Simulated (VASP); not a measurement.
Write the native input for VASP 6.6.1 that does the following.

```
Task                   : single point
Functional             : r2SCAN
Dispersion             : rVV10
Potentials or basis    : VASP PAW PBE potentials, release 64 (B, Bi_d)
Cutoff                 : 520 eV
k mesh                 : 8 × 8 × 8
Occupations            : fermi-dirac, width 0.03 eV
Spin                   : no spin polarisation
Dipole correction      : no
Further INCAR settings : ALGO = Normal; EDIFF = 1e-07; NBANDS = 16
```

BiB:

```
CELL_PARAMETERS angstrom
0.00000 2.73450 2.73450
2.73450 0.00000 2.73450
2.73450 2.73450 0.00000
ATOMIC_POSITIONS crystal
B 0.00000 0.00000 0.00000
Bi 0.25000 0.25000 0.25000
```

The input as run:

POSCAR

```
BiB
1.0
    0.0000000000      2.7344985009      2.7344985009
    2.7344985009      0.0000000000      2.7344985009
    2.7344985009      2.7344985009      0.0000000000
B Bi
1 1
Direct
    0.0000000000      0.0000000000      0.0000000000
    0.2500000000      0.2500000000      0.2500000000
```

INCAR.step1

```
SYSTEM = BiB
ALGO = Normal
EDIFF = 1E-4
ENCUT = 520
GGA = PE
ISMEAR = -1
LASPH = .True.
LCHARG = .False.
LREAL = .False.
LWAVE = .True.
NBANDS = 16
NELM = 100
PREC = Accurate
SIGMA = 0.03
```

INCAR.step2

```
SYSTEM = BiB
ALGO = Normal
BPARAM = 11.95
CPARAM = 0.0093
EDIFF = 1E-7
ENCUT = 520
ISIF = 2
ISMEAR = -1
ISTART = 1
IVDW_NL = 2
LASPH = .True.
LCHARG = .False.
LMIXTAU = .True.
LREAL = .False.
LUSE_VDW = .True.
LWAVE = .False.
METAGGA = R2SCAN
NBANDS = 16
NELM = 100
PREC = Accurate
SIGMA = 0.03
```

KPOINTS

```
k-points
0
Gamma
  8 8 8
  0 0 0
```

Potentials or basis: VASP PAW PBE potentials, release 64 (B, Bi_d).

Command:

```console
$ cat potpaw_PBE.64/B/POTCAR potpaw_PBE.64/Bi_d/POTCAR > POTCAR
$ cp INCAR.step1 INCAR
$ mpirun -np 1 vasp_std > vasp.out
$ cp INCAR.step2 INCAR
$ mpirun -np 1 vasp_std > vasp.out
```

It gave:

| Item | Value |
| --- | --- |
| Pressure | 0.1 GPa |
| Band gap on the k mesh | 0.48 eV |

Caveat: the structure was generated, so it needn't be the stable form of BiB; the PAW data sets were made with another functional, which shifts forces and pressure a little; spin-orbit coupling is left out, which moves the levels of the heavy elements.

It took 3.3 min on 1 thread of Intel(R) Xeon(R) Platinum 8375C CPU @ 2.90GHz (Ice Lake), with other jobs on the host, peak memory 0.29 GiB.
